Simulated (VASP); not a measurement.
Set up this calculation in VASP 6.6.1, as the native input.

```yaml
Task: single point
Functional: PBEsol
Potentials_or_basis: VASP PAW PBE potentials, release 64 (Ge_d)
Cutoff: 520 eV
k_mesh: 11 × 11 × 11
Occupations: fermi-dirac, width 0.1 eV
Spin: no spin polarisation
Dipole_correction: no
Further_INCAR_settings: ALGO = Normal; EDIFF = 1e-06; NBANDS = 13
```

The structure of Ge lies in POSCAR:

```
Ge
1.0
    2.6686476585      0.0000000000      0.0000000000
    0.0000000000      2.6686476585      0.0000000000
    0.0000000000      0.0000000000      2.6686476585
Ge
1
Direct
    0.0000000000      0.0000000000      0.0000000000
```

The input as run:

INCAR

```
SYSTEM = Ge
  PREC = Accurate
  ENCUT = 520
  EDIFF = 1E-6
  ISMEAR = -1
  SIGMA = 0.1
  LREAL = .False.
  LASPH = .True.
  NELM = 100
  ALGO = Normal
  ISIF = 2
  LWAVE = .False.
  LCHARG = .False.
  GGA = PS
  NBANDS = 13
```

KPOINTS

```
regular mesh
0
Gamma
  11 11 11
  0 0 0
```

Potentials or basis: VASP PAW PBE potentials, release 64 (Ge_d).

The run is started by

```bash
$ cat potpaw_PBE.64/Ge_d/POTCAR > POTCAR
$ mpirun -np 1 vasp_std > vasp.out
```

It gave:

```yaml
Pressure: -0.1 GPa
Band_gap_on_the_k_mesh: zero (band 7 reaches 13.09 eV, above the bottom of band 8 at 4.01 eV)
```

Caveat: the PAW data sets were made with another functional, which shifts forces and pressure a little.

Wall time 8.9 s on 1 thread of AMD EPYC 7R43 64-Core Processor (Zen 3), with other jobs on the host, peak memory 0.09 GiB.
